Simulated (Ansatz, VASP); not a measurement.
BP: VASP beside Ansatz

```xyz
4
Lattice="3.1981 0.0000 0.0000 -1.5991 2.7697 0.0000 0.0000 0.0000 6.9739" Properties=species:S:1:pos:R:3 pbc="T T T"
B     1.5991    0.9232    0.0000
B     0.0000    1.8464    3.4869
P     0.0000    1.8464    0.0000
P     0.0000    0.0000    3.4869
```

Alike in both runs: functional PBE; dispersion D3(BJ); k mesh 12 × 12 × 6; occupations gaussian, width 0.02 eV; no spin polarisation.

Ansatz relaxed the structure, and its values are those at the end. VASP's run is a single point on that final structure, the one shown.

|  | VASP | Ansatz |
| --- | --- | --- |
| version | VASP 6.6.1 | Ansatz 0.2.0 |
| potentials or method | VASP PAW PBE potentials, release 64 (B, P), cutoff 520 eV | scalar-relativistic, plane waves, PAW |
| valence electrons in the cell | 16 | 16 |

Ansatz gave:

```
gap on the k mesh at the Fermi level (eV) : 0.57
least direct gap on the mesh (eV)         : 0.73
pressure (GPa)                            : 0.0
```

Task: What did VASP give for the same quantities?

Result: gap on the k mesh at the Fermi level (eV): 0.58; least direct gap on the mesh (eV): 0.74; pressure (GPa): -0.2.
